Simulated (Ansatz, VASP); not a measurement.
One calculation of Zr, two programs

Contents of INCAR:

```
SYSTEM = Zr
ALGO = Normal
EDIFF = 1E-6
ENCUT = 520
GGA = PE
ISIF = 2
ISMEAR = 0
LASPH = .TRUE.
LCHARG = .FALSE.
LREAL = .FALSE.
LWAVE = .FALSE.
NBANDS = 19
NELM = 100
PREC = Accurate
SIGMA = 0.019000000000000003
```

KPOINTS

```
k-points
0
G
  9 9 5
  0 0 0
```

Contents of POSCAR:

```
Zr
1.0
    3.2320000000      0.0000000000      0.0000000000
   -1.6160000000      2.7989941050      0.0000000000
    0.0000000000      0.0000000000      5.1470000000
Zr
2
Direct
    0.6666666667      0.3333333333      0.7500000000
    0.3333333333      0.6666666667      0.2500000000
```

File input.yaml:

```yaml
crystal:
  lattice:
    - [3.232, 0.0, 0.0]
    - [-1.616, 2.798994105, 0.0]
    - [0.0, 0.0, 5.147]
  atoms:
    - { symbol: Zr, position: [0.6666666667, 0.3333333333, 0.75] }
    - { symbol: Zr, position: [0.3333333333, 0.6666666667, 0.25] }
kpoints:
  mp_grid: { grid: [9, 9, 5] }
scf:
  occupations: { method: gaussian, width: 0.019 }
hamiltonian:
  xc: pbe
  pseudopotentials: { kind: all_electron, lapw: { basis_error: 0.001 } }
output:
  forces: true
  stress: true
  eigenvalues: true
```

Alike in both runs: task single point; functional PBE; k mesh 9 × 9 × 5; occupations gaussian, width 0.019 eV; no spin polarisation.

|  | VASP | Ansatz |
| --- | --- | --- |
| version | VASP 6.6.1 | Ansatz 0.2.0 |
| potentials or method | VASP PAW PBE potentials, release 64 (Zr_sv), cutoff 520 eV | all-electron LAPW, scalar-relativistic |

```csv
,VASP,Ansatz,Ansatz less VASP
gap on the k mesh at the Fermi level (eV),none,none,-
pressure (GPa),0.6,0.6,-0.01
"traceless stress, the component that is largest in VASP (GPa)",0.73,0.74,+0.006
```

A gap of «none» marks a metal or a gap that the smearing closes. Ansatz ran all-electron here, and VASP with PAW potentials.
